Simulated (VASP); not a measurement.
Input of a VASP 6.6.1 run:

Contents of INCAR:

```
SYSTEM = NaF
PREC = Accurate
ENCUT = 520
EDIFF = 1E-6
ISMEAR = 0
SIGMA = 0.05
LREAL = .False.
LASPH = .True.
NELM = 80
ALGO = Normal
ISIF = 2
LWAVE = .False.
LCHARG = .False.
GGA = PS
NBANDS = 14
```

The input KPOINTS:

```
Automatic mesh
0
Gamma
  8 8 8
  0 0 0
```

File POSCAR:

```
NaF
1.0
    0.0000000000      2.3233000000      2.3697660000
    2.3233000000      0.0000000000      2.3697660000
    2.3233000000      2.3233000000      0.0000000000
Na F
1 1
Direct
    0.0000000000      0.0000000000      0.0000000000
    0.5000000000      0.5000000000      0.5000000000
```

Potentials or basis: VASP PAW PBE potentials, release 64 (Na_pv, F).

Launch:

```console
$ cat potpaw_PBE.64/Na_pv/POTCAR potpaw_PBE.64/F/POTCAR > POTCAR
$ mpirun -np 1 vasp_std > vasp.out
```

(1) Predict the pressure.

(2) What does it give for the band gap on the k mesh?

## Answers

(1) -1.5 GPa.

(2) 6.02 eV.

Caveat: the cell differs from its parent crystal (strain +0.0200 x Voigt [0, 0, 1, 0, 0, 0]); the PAW data sets were made with another functional, which shifts forces and pressure a little.
